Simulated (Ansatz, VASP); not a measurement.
## One calculation of CoO, two programs

INCAR

```
ALGO = Normal
EDIFF = 1E-6
ENCUT = 520
GGA = PE
ISIF = 2
ISMEAR = 0
ISPIN = 2
LASPH = True
LCHARG = True
LELF = True
LMAXMIX = 4
LORBIT = 11
LREAL = False
LVHAR = True
LWAVE = False
MAGMOM = 3 3 0 0
NBANDS = 27
NELM = 150
PREC = Accurate
SIGMA = 0.1
```

The input KPOINTS:

```
k-points
0
Gamma
  6 6 6
```

POSCAR

```
CoO
1.0
    1.5661459200      0.9042147700      4.5374429200
   -1.5661459200      0.9042147700      4.5374429200
    0.0000000000     -1.8084295400      4.5374429200
Co O
2 2
Direct
    0.2723464200      0.2723464200      0.2723464200
    0.7276535800      0.7276535800      0.7276535800
    0.5000000000      0.5000000000      0.5000000000
    0.0000000000      0.0000000000      0.0000000000
```

Input for Ansatz:

```yaml
crystal:
  lattice:
    - [1.56614592, 0.90421477, 4.53744292]
    - [-1.56614592, 0.90421477, 4.53744292]
    - [0.0, -1.80842954, 4.53744292]
  atoms:
    - { symbol: Co, position: [0.27234642, 0.27234642, 0.27234642], spin: 3.0 }
    - { symbol: Co, position: [0.72765358, 0.72765358, 0.72765358], spin: 3.0 }
    - { symbol: O, position: [0.5, 0.5, 0.5] }
    - { symbol: O, position: [0.0, 0.0, 0.0] }
basis:
  ecutwfc: 420
kpoints:
  mp_grid: { grid: [6, 6, 6] }
hamiltonian:
  xc: pbe
scf:
  occupations: { method: gaussian, width: 0.1 }
  lower_state_search: "off"
output:
  forces: true
  stress: true
  eigenvalues: true
  populations: true
magnetization:
  spin_polarized: true
```

Alike in both runs: task single point; functional PBE; k mesh 6 × 6 × 6; occupations gaussian, width 0.1 eV; collinear spin.

|  | VASP | Ansatz |
| --- | --- | --- |
| version | VASP 6.6.1 | Ansatz 0.2.0 |
| potentials or method | VASP PAW PBE potentials, release 64 (Co, O), cutoff 520 eV | scalar-relativistic, plane waves, PAW |
| valence electrons in the cell | 30 | 46 |

VASP gave:

- gap on the k mesh at the Fermi level (eV): none
- pressure (GPa): 5.2
- traceless stress, the component that is largest in VASP (GPa): -6.92
- rms of the force components (eV/Å): 1.268
- net moment per atom (μB): 1.42
- size of the moment on the site where the two differ most (μB): 2.45

What did Ansatz give for the same quantities?

gap on the k mesh at the Fermi level (eV): none; pressure (GPa): 5.5; traceless stress, the component that is largest in VASP (GPa): -7.07; rms of the force components (eV/Å): 1.252; net moment per atom (μB): 1.43; size of the moment on the site where the two differ most (μB): 2.37.

Site moments also hang on the region over which each program counts them. Atom by atom the forces differ by 0.016 eV/Å (rms over components). A gap of «none» marks a metal or a gap that the smearing closes. With one functional, cell and mesh, what is left measures potentials, basis and numerics. VASP's potentials hold 30 valence electrons a cell and Ansatz's 46, so a difference there can come from the potentials and not from the codes.

The k mesh is coarse, so the values compare programs but aren't converged.
